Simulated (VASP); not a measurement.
# MoSe (F-43m) in VASP: a series of runs

Runs on MoSe. Level: r2SCAN+U. Tasks: single point.

Everything below comes from runs of VASP 6.6.1. Logs are shortened: lines on timing, memory, paths and dates and some standing lists are left out, and cuts for length are marked.

## Step 1: The cell of the first run

Symmetry: F-43m, No. 216, cubic system. The conventional cell has a = 5.917 Å, b = 5.917 Å, c = 5.917 Å, α = 90.00°, β = 90.00°, γ = 90.00°. Mo (site symmetry -43m) has 4 Se at 2.56 Å within 3.4 Å. Within 3.4 Å of Se (site symmetry -43m) lie 4 Mo at 2.56 Å.

## Step 2: Single point, r2SCAN+U

POSCAR

```
MoSe
1.0
    0.0000000000      2.9582970239      2.9582970239
    2.9582970239      0.0000000000      2.9582970239
    2.9582970239      2.9582970239      0.0000000000
Mo Se
1 1
Direct
    0.0000000000      0.0000000000      0.0000000000
    0.2500000000      0.2500000000      0.2500000000
```

INCAR.step1

```
PREC     = Accurate       # precision mode
ENCUT    = 520            # plane-wave cutoff, eV
ISMEAR   = 0              # smearing method
SIGMA    = 0.1            # smearing width, eV
LREAL    = False          # projectors in reciprocal space
LASPH    = True           # aspherical terms in the spheres
NELM     = 150            # most SCF steps
LMAXMIX  = 4              # l up to which the mixer works
LDAU     = True           # DFT+U
LDAUTYPE = 2            
LDAUL    = 2 -1           # shell
LDAUU    = 4.38 0         # U, eV
LDAUJ    = 0 0          
NBANDS   = 17             # bands
GGA      = PE             # functional
ALGO     = Normal         # electronic algorithm
EDIFF    = 1E-4           # SCF threshold, eV
LWAVE    = True           # write WAVECAR
LCHARG   = False          # write CHGCAR
```

INCAR.step2

```
PREC     = Accurate       # precision mode
ENCUT    = 520            # plane-wave cutoff, eV
EDIFF    = 1E-6           # SCF threshold, eV
ISMEAR   = 0              # smearing method
SIGMA    = 0.1            # smearing width, eV
LREAL    = False          # projectors in reciprocal space
LASPH    = True           # aspherical terms in the spheres
NELM     = 150            # most SCF steps
ALGO     = Normal         # electronic algorithm
ISIF     = 2              # what is computed and relaxed
LWAVE    = False          # write WAVECAR
LCHARG   = False          # write CHGCAR
LMAXMIX  = 4              # l up to which the mixer works
LDAU     = True           # DFT+U
LDAUTYPE = 2            
LDAUL    = 2 -1           # shell
LDAUU    = 4.38 0         # U, eV
LDAUJ    = 0 0          
LDAUPRINT= 1            
METAGGA  = R2SCAN         # meta-GGA
LMIXTAU  = True         
NBANDS   = 17             # bands
ISTART   = 1
```

KPOINTS

```
Automatic mesh
0
Gamma
  12 12 12
```

Potentials or basis: VASP PAW PBE potentials, release 64 (Mo_sv, Se).

Command:

```sh
$ cat potpaw_PBE.64/Mo_sv/POTCAR potpaw_PBE.64/Se/POTCAR > POTCAR
$ cp INCAR.step1 INCAR
$ mpirun -np 1 vasp_std > vasp.out
$ cp INCAR.step2 INCAR
$ mpirun -np 1 vasp_std > vasp.out
```

OUTCAR:

```text
PREC = Accurate
   ENCUT = 520
   EDIFF = 1E-6
   ISMEAR = 0
   LREAL = False
   LASPH = True
   NELM = 150
   ISIF = 2
   METAGGA = R2SCAN
   ISTART = 1

 ion  position               nearest neighbor table
   1  0.000  0.000  0.000-   2 2.56   2 2.56   2 2.56   2 2.56
   2  0.250  0.250  0.250-   1 2.56   1 2.56   1 2.56   1 2.56

  LATTYP: Found a face centered cubic cell.
 ALAT       =     5.9165940478

  Lattice vectors:

 A1 = (   0.0000000000,   2.9582970239,   2.9582970239)
 A2 = (   2.9582970239,   0.0000000000,   2.9582970239)
 A3 = (   2.9582970239,   2.9582970239,   0.0000000000)

Analysis of symmetry for initial positions (statically):
=====================================================================
 Subroutine PRICEL returns:
 Original cell was already a primitive cell.

 Routine SETGRP: Setting up the symmetry group for a
 face centered cubic supercell.

 Subroutine GETGRP returns: Found 24 space group operations
 (whereof 24 operations were pure point group operations)
 out of a pool of 48 trial point group operations.

The static configuration has the point symmetry T_d .

Analysis of symmetry for dynamics (positions and initial velocities):
=====================================================================
 Subroutine PRICEL returns:
 Original cell was already a primitive cell.

 Routine SETGRP: Setting up the symmetry group for a
 face centered cubic supercell.

 Subroutine GETGRP returns: Found 24 space group operations
 (whereof 24 operations were pure point group operations)
 out of a pool of 48 trial point group operations.

The dynamic configuration has the point symmetry T_d .

 Subroutine INISYM returns: Found 24 space group operations
 (whereof 24 operations are pure point group operations),
 and found     1 'primitive' translations

----------------------------------------------------------------------------------------

                                     Primitive cell

  volume of cell :      51.7792

  direct lattice vectors                    reciprocal lattice vectors
     0.000000000  2.958297024  2.958297024    -0.169016159  0.169016159  0.169016159
     2.958297024  0.000000000  2.958297024     0.169016159 -0.169016159  0.169016159
     2.958297024  2.958297024  0.000000000     0.169016159  0.169016159 -0.169016159

  length of vectors
     4.183663773  4.183663773  4.183663773     0.292744575  0.292744575  0.292744575

  position of ions in fractional coordinates (direct lattice)
     0.000000000  0.000000000  0.000000000
     0.250000000  0.250000000  0.250000000

  ion indices of the primitive-cell ions
   primitive index   ion index
                 1           1
                 2           2

----------------------------------------------------------------------------------------

 KPOINTS: Automatic mesh

Automatic generation of k-mesh.
 Grid dimensions read from file:
 generate k-points for:   12   12   12

 Generating k-lattice:

  Cartesian coordinates                     Fractional coordinates (reciprocal lattice)
    -0.014084680  0.014084680  0.014084680     0.083333333  0.000000000  0.000000000
     0.014084680 -0.014084680  0.014084680     0.000000000  0.083333333  0.000000000
     0.014084680  0.014084680 -0.014084680     0.000000000  0.000000000  0.083333333

  Length of vectors
     0.024395381  0.024395381  0.024395381

  Shift w.r.t. Gamma in fractional coordinates (k-lattice)
[... 36 lines left out ...]
   total plane-waves  NPLWV =  32768
   dimension x,y,z NGX =    32 NGY =   32 NGZ =   32
   dimension x,y,z NGXF=    64 NGYF=   64 NGZF=   64
   ions per type =               1   1
   NGX,Y,Z   is equivalent  to a cutoff of  12.72, 12.72, 12.72 a.u.
   NGXF,Y,Z  is equivalent  to a cutoff of  25.43, 25.43, 25.43 a.u.
 SYSTEM =  unknown system
   PREC   = accura    normal or accurate (medium, high low for compatibility)
   ISTART =      1    job   : 0-new  1-cont  2-samecut
   ICHARG =      0    charge: 1-file 2-atom 10-const
   ISPIN  =      1    spin polarized calculation?
   LNONCOLLINEAR =      F non collinear calculations
   LSORBIT =      F    spin-orbit coupling
   LASPH  =      T    aspherical Exc in radial PAW
   ENCUT  =  520.0 eV  38.22 Ry    6.18 a.u.   7.78  7.78  7.78*2*pi/ulx,y,z
   NELM   =    150;   NELMIN=  2; NELMDL=  0     # of ELM steps
   EDIFF  = 0.1E-05   stopping-criterion for ELM
   LREAL  =      F    real-space projection
   EDIFFG = 0.1E-04   stopping-criterion for IOM
   NSW    =      0    number of steps for IOM
   IBRION =     -1    ionic relax: 0-MD 1-quasi-New 2-CG
   NFREE  =      0    steps in history (QN), initial steepest desc. (CG)
   ISIF   =      2    stress and relaxation
   ISYM   =      2    0-nonsym 1-usesym 2-fastsym
   POTIM  = 0.5000    time-step for ionic-motion
   TEBEG  =    0.0;   TEEND  =   0.0 temperature during run
   PSTRESS=    0.0 pullay stress
   NELECT =      20.0000    total number of electrons
   NUPDOWN=      -1.0000    fix difference up-down
   EMIN   =  10.00;   EMAX   =-10.00  energy-range for DOS
   EFERMI =   0.00;   METHOD = LEGACY
   ISMEAR =     0;   SIGMA  =   0.10  broadening in eV -4-tet -1-fermi 0-gaus
   EFERMI_NEDOS =   21; number of points for ismear=-14 and -15
   IALGO  =     38    algorithm
   IMIX   =      4    mixing-type and parameters
     AMIX     =   0.40;   BMIX     =  1.00
     AMIX_MAG =   1.60;   BMIX_MAG =  1.00
  volume/ion in A,a.u.               =      25.89       174.71
  Fermi-wavevector in a.u.,A,eV,Ry     =   1.192247  2.253021 19.340054  1.421454
  Thomas-Fermi vector in A             =   2.328290
   LORBIT       =      0    0 simple, 1 ext, 2 COOP (PROOUT), +10 PAW based schemes
 LDA+U is selected, type is set to LDAUTYPE =  2
   angular momentum for each species LDAUL =     2   -1
   U (eV)           for each species LDAUU =   4.4  0.0
   J (eV)           for each species LDAUJ =   0.0  0.0
   METAGGA = R2SCAN    functional components
   LHFCALC =     F    Hartree Fock is set to
   AEXX    =    0.0000 exact exchange contribution
   IVDW    =     0    specifies the selected vdW correction
   LEPSILON=     F    determine dielectric tensor
   LRPA    =     F    only Hartree local field effects (RPA)
 non-spin polarized calculation
 Gauss-broadening in eV      SIGMA  =   0.10
  energy-cutoff  :      520.00
  volume of cell :       51.78
 maximum number of plane-waves:      1411
   NGX = 15   NGY = 15   NGZ = 15

atom =   1  type =  1  l = 2

 onsite density matrix

spin component  1

  0.1514  0.0000  0.0000 -0.0000 -0.0000
  0.0000  0.1514 -0.0000 -0.0000  0.0000
  0.0000 -0.0000  0.7755  0.0000 -0.0000
 -0.0000 -0.0000  0.0000  0.1514 -0.0000
 -0.0000  0.0000 -0.0000 -0.0000  0.7755

spin component  2

  0.1514  0.0000  0.0000 -0.0000 -0.0000
  0.0000  0.1514 -0.0000 -0.0000  0.0000
  0.0000 -0.0000  0.7755  0.0000 -0.0000
 -0.0000 -0.0000  0.0000  0.1514 -0.0000
 -0.0000  0.0000 -0.0000 -0.0000  0.7755

 occupancies and eigenvectors

  o =  0.1514  v =  1.0000  0.0000  0.0000  0.0000  0.0000  0.0000  0.0000  0.0000  0.0000  0.0000      0.0000  0.0000  0.0000  0.0000  0.0000  0.0000  0.0000  0.0000  0.0000  0.0000
  o =  0.1514  v =  0.0000  0.0000  0.0000  0.0000  0.0000  1.0000  0.0000  0.0000  0.0000  0.0000      0.0000  0.0000  0.0000  0.0000  0.0000  0.0000  0.0000  0.0000  0.0000  0.0000
  o =  0.1514  v =  0.0000 -0.0549  0.0000  0.9985  0.0000  0.0000  0.0000  0.0000  0.0000  0.0000      0.0000  0.0000  0.0000  0.0000  0.0000  0.0000  0.0000  0.0000  0.0000  0.0000
  o =  0.1514  v =  0.0000  0.0000  0.0000  0.0000  0.0000  0.0000 -0.0549  0.0000  0.9985  0.0000      0.0000  0.0000  0.0000  0.0000  0.0000  0.0000  0.0000  0.0000  0.0000  0.0000
  o =  0.1514  v =  0.0000 -0.9985  0.0000 -0.0549 -0.0000  0.0000  0.0000  0.0000  0.0000  0.0000      0.0000  0.0000  0.0000  0.0000  0.0000  0.0000  0.0000  0.0000  0.0000  0.0000
  o =  0.1514  v =  0.0000  0.0000  0.0000  0.0000  0.0000  0.0000 -0.9985  0.0000 -0.0549 -0.0000      0.0000  0.0000  0.0000  0.0000  0.0000  0.0000  0.0000  0.0000  0.0000  0.0000
  o =  0.7755  v =  0.0000  0.0000  0.0000  0.0000  0.0000  0.0000 -0.0000 -0.2287 -0.0000 -0.9735      0.0000  0.0000  0.0000  0.0000  0.0000  0.0000  0.0000  0.0000  0.0000  0.0000
  o =  0.7755  v =  0.0000 -0.0000 -0.2287 -0.0000 -0.9735  0.0000  0.0000  0.0000  0.0000  0.0000      0.0000  0.0000  0.0000  0.0000  0.0000  0.0000  0.0000  0.0000  0.0000  0.0000
  o =  0.7755  v =  0.0000  0.0000  0.0000  0.0000  0.0000  0.0000 -0.0000 -0.9735  0.0000  0.2287      0.0000  0.0000  0.0000  0.0000  0.0000  0.0000  0.0000  0.0000  0.0000  0.0000
  o =  0.7755  v =  0.0000 -0.0000 -0.9735  0.0000  0.2287  0.0000  0.0000  0.0000  0.0000  0.0000      0.0000  0.0000  0.0000  0.0000  0.0000  0.0000  0.0000  0.0000  0.0000  0.0000

 number of electron      20.0000000 magnetization

 Free energy of the ion-electron system (eV)
  ---------------------------------------------------
  ext. energy  EPLUGINS =         0.00000000
  ---------------------------------------------------
  free energy    TOTEN  =       -34.83569697 eV

  energy without entropy =      -34.83514174  energy(sigma->0) =      -34.83541935

 E-fermi :   4.7208     XC(G=0): -10.0585

 val. band max:        4.6155579318   @ k =  -0.2500   0.5000   0.2500
 cond. band min:       4.8417171629   @ k =   0.5000   0.5000   0.0000
 fundamental gap:      0.2261592311
 Fermi energy:         4.7208258631

 k-point     1 :       0.0000    0.0000    0.0000
  band No.  band energies     occupation
      1     -57.4745      2.00000
      2     -30.8810      2.00000
      3     -30.8810      2.00000
      4     -30.8810      2.00000
      5      -9.4912      2.00000
      6       1.1241      2.00000
[... 457 lines left out ...]
      4     -30.8872      2.00000
      5      -8.8804      2.00000
      6       0.0192      2.00000
[... 9 lines left out ...]
     16      13.8304      0.00000
     17      13.9151      0.00000

 [... further k-points ...]

------------------------ aborting loop because EDIFF is reached ----------------------------------------

  FORCE on cell =-STRESS in cart. coord.  units (eV):
  Direction    XX          YY          ZZ          XY          YZ          ZX
  --------------------------------------------------------------------------------------
  -------------------------------------------------------------------------------------
  Total        0.6507646      0.6507646      0.6507646     -0.0000000     -0.0000000     -0.0000000
  in kB       20.1362767     20.1362767     20.1362767     -0.0000000     -0.0000000     -0.0000000
  external PRESSURE =      20.1362767 kB  Pullay stress =       0.0000000 kB

 VOLUME and BASIS-vectors are now :
 -----------------------------------------------------------------------------
  energy-cutoff  :      520.00
  volume of cell :       51.78
      direct lattice vectors                 reciprocal lattice vectors
     0.000000000  2.958297024  2.958297024    -0.169016159  0.169016159  0.169016159
     2.958297024  0.000000000  2.958297024     0.169016159 -0.169016159  0.169016159
     2.958297024  2.958297024  0.000000000     0.169016159  0.169016159 -0.169016159

 POSITION                                       TOTAL-FORCE (eV/Angst)
 -----------------------------------------------------------------------------------
      0.00000      0.00000      0.00000        -0.000000     -0.000000     -0.000000
      1.47915      1.47915      1.47915         0.000000      0.000000      0.000000
 -----------------------------------------------------------------------------------
    total drift:                               -0.000000     -0.000000     -0.000000

  FREE ENERGIE OF THE ION-ELECTRON SYSTEM (eV)
  ---------------------------------------------------
  free  energy   TOTEN  =       -34.8356969658 eV

  energy  without entropy=      -34.8351417429  energy(sigma->0) =      -34.83541935
```

Run time: 70 s. Hardware: 1 thread of Intel Xeon 6975P-C (Granite Rapids), shared host; peak memory 0.22 GiB.

What came out:

* Free energy: -34.8357 eV
* Pressure: 2.0 GPa
* Band gap on the k mesh: 0.23 eV

Eigenvalues of the final occupation matrices:
| site | spin | trace | eigenvalues |
| --- | --- | --- | --- |
| site 1 d | 1 | 2.01 | 0.15 0.15 0.15 0.78 0.78 |
| site 1 d | 2 | 2.01 | 0.15 0.15 0.15 0.78 0.78 |

Caveat: the PAW data sets were made with another functional, which shifts forces and pressure a little.

## Step 3: Single point, r2SCAN+U

This run uses another cell than the first one, of 26.98 Å³/atom.

POSCAR

```
MoSe
1.0
    0.0000000000      2.9992194521      2.9992194521
    2.9992194521      0.0000000000      2.9992194521
    2.9992194521      2.9992194521      0.0000000000
Mo Se
1 1
Direct
    0.0000000000      0.0000000000      0.0000000000
    0.2500000000      0.2500000000      0.2500000000
```

INCAR.step1

```
SYSTEM = MoSe
PREC = Accurate
ENCUT = 520
ISMEAR = 0
SIGMA = 0.1
LREAL = .FALSE.
LASPH = .TRUE.
NELM = 150
LMAXMIX = 4
LDAU = .TRUE.
LDAUTYPE = 2
LDAUL = 2 -1
LDAUU = 4.38 0
LDAUJ = 0 0
NBANDS = 17
GGA = PE
ALGO = Normal
EDIFF = 1E-4
LWAVE = .TRUE.
LCHARG = .FALSE.
```

INCAR.step2

```
SYSTEM = MoSe
PREC = Accurate
ENCUT = 520
EDIFF = 1E-6
ISMEAR = 0
SIGMA = 0.1
LREAL = .FALSE.
LASPH = .TRUE.
NELM = 150
ALGO = Normal
ISIF = 2
LWAVE = .FALSE.
LCHARG = .FALSE.
LMAXMIX = 4
LDAU = .TRUE.
LDAUTYPE = 2
LDAUL = 2 -1
LDAUU = 4.38 0
LDAUJ = 0 0
LDAUPRINT = 1
METAGGA = R2SCAN
LMIXTAU = .TRUE.
NBANDS = 17
ISTART = 1
```

KPOINTS

```
Automatic mesh
0
G
  12 12 12
  0 0 0
```

Potentials or basis: VASP PAW PBE potentials, release 64 (Mo_sv, Se).

Command:

```sh
$ cat potpaw_PBE.64/Mo_sv/POTCAR potpaw_PBE.64/Se/POTCAR > POTCAR
$ cp INCAR.step1 INCAR
$ mpirun -np 1 vasp_std > vasp.out
$ cp INCAR.step2 INCAR
$ mpirun -np 1 vasp_std > vasp.out
```

It took 75 s on 1 thread of Intel Xeon 6975P-C (Granite Rapids), shared host; peak memory 0.23 GiB.

It converged, with:

```yaml
Free_energy: -34.8479 eV
Pressure: -0.2 GPa
Band_gap_on_the_k_mesh: 0.42 eV (least direct gap 0.43 eV)
```

Levels at points of the mesh, in eV from the valence-band top:
```csv
k point,band 8,band 9,band 10,band 11,band 12,band 13
"(0.00, 0.00, 0.00)",-3.27,-1.02,-1.02,1.67,5.23,5.23
"(0.50, 0.00, 0.00)",-3.32,-0.39,-0.39,1.88,3.50,3.50
"(0.50, 0.50, 0.00)",-2.85,-0.51,-0.26,0.42,2.67,2.67
```

Eigenvalues of the final occupation matrices:
| site | spin | trace | eigenvalues |
| --- | --- | --- | --- |
| site 1 d | 1 | 1.99 | 0.14 0.14 0.14 0.79 0.79 |
| site 1 d | 2 | 1.99 | 0.14 0.14 0.14 0.79 0.79 |

Caveat: the PAW data sets were made with another functional, which shifts forces and pressure a little. A k mesh can miss the band edges.

## Step 4: Single point, r2SCAN+U

This run uses another cell than the first one, of 30.10 Å³/atom.

POSCAR

```
MoSe
1.0
    0.0000000000      3.1108253274      3.1108253274
    3.1108253274      0.0000000000      3.1108253274
    3.1108253274      3.1108253274      0.0000000000
Mo Se
1 1
Direct
    0.0000000000      0.0000000000      0.0000000000
    0.2500000000      0.2500000000      0.2500000000
```

INCAR.step1

```
  PREC = Accurate
  ENCUT = 520
  ISMEAR = 0
  SIGMA = 0.1
  LREAL = F
  LASPH = T
  NELM = 150
  LMAXMIX = 4
  LDAU = T
  LDAUTYPE = 2
  LDAUL = 2 -1
  LDAUU = 4.38 0
  LDAUJ = 0 0
  NBANDS = 17
  GGA = PE
  ALGO = Normal
  EDIFF = 1E-4
  LWAVE = T
  LCHARG = F
```

INCAR.step2

```
  PREC = Accurate
  ENCUT = 520
  EDIFF = 1E-6
  ISMEAR = 0
  SIGMA = 0.1
  LREAL = F
  LASPH = T
  NELM = 150
  ALGO = Normal
  ISIF = 2
  LWAVE = F
  LCHARG = T
  LMAXMIX = 4
  LDAU = T
  LDAUTYPE = 2
  LDAUL = 2 -1
  LDAUU = 4.38 0
  LDAUJ = 0 0
  LDAUPRINT = 1
  METAGGA = R2SCAN
  LMIXTAU = T
  LELF = T
  LVHAR = T
  NBANDS = 17
  ISTART = 1
```

KPOINTS

```
regular mesh
0
Gamma
  12 12 12
```

Command:

```sh
$ cat potpaw_PBE.64/Mo_sv/POTCAR potpaw_PBE.64/Se/POTCAR > POTCAR
$ cp INCAR.step1 INCAR
$ mpirun -np 1 vasp_std > vasp.out
$ cp INCAR.step2 INCAR
$ mpirun -np 1 vasp_std > vasp.out
```

It took 2.2 min on 1 thread of Intel Xeon 6975P-C (Granite Rapids), shared host; peak memory 0.26 GiB.

The run converged. Its results:

| Quantity | Value |
| --- | --- |
| Free energy | -34.7375 eV |
| Pressure | -5.1 GPa |
| Band gap on the k mesh | 0.90 eV (least direct gap 0.91 eV) |

Levels at points of the mesh, in eV from the valence-band top:
| k point | band 6 | band 7 | band 8 | band 9 | band 10 | band 11 | band 12 | band 13 | band 14 | band 15 |
| --- | --- | --- | --- | --- | --- | --- | --- | --- | --- | --- |
| (0.00, 0.00, 0.00) | -2.73 | -2.73 | -2.73 | -0.93 | -0.93 | 1.58 | 4.96 | 4.96 | 4.96 | 7.57 |
| (0.50, 0.00, 0.00) | -3.96 | -2.83 | -2.83 | -0.36 | -0.36 | 2.12 | 3.52 | 3.52 | 4.17 | 7.81 |
| (0.50, 0.50, 0.00) | -4.39 | -2.45 | -2.45 | -0.53 | -0.28 | 0.90 | 2.83 | 2.83 | 6.03 | 6.66 |

Eigenvalues of the final occupation matrices:
| site | spin | trace | eigenvalues |
| --- | --- | --- | --- |
| site 1 d | 1 | 1.95 | 0.11 0.11 0.11 0.81 0.81 |
| site 1 d | 2 | 1.95 | 0.11 0.11 0.11 0.81 0.81 |

Caveat: the cell stands under tension; the PAW data sets were made with another functional, which shifts forces and pressure a little. A k mesh can miss the band edges.

## Step 5: The runs side by side

| cell | gap on the mesh (eV) | pressure (GPa) |
| --- | --- | --- |
| a = 4.184 Å, angles 60.0°, 2 atoms | 0.23 | 2.0 |
| a = 4.242 Å, angles 60.0°, 2 atoms | 0.42 | -0.2 |
| a = 4.399 Å, angles 60.0°, 2 atoms | 0.90 | -5.1 |

Alike in all rows: task single point; level r2SCAN+U; potentials or basis VASP PAW PBE potentials, release 64 (Mo_sv, Se); no spin polarisation; Mo d U = 4.38 eV; k mesh 12 × 12 × 12; cutoff (eV) 520; smearing gaussian 0.1 eV.

Caveats: the PAW data sets were made with another functional, which shifts forces and pressure a little; the cell stands under tension (at least some runs).

Total energies depend on the potentials used, so only differences within one code and one set of settings carry meaning.
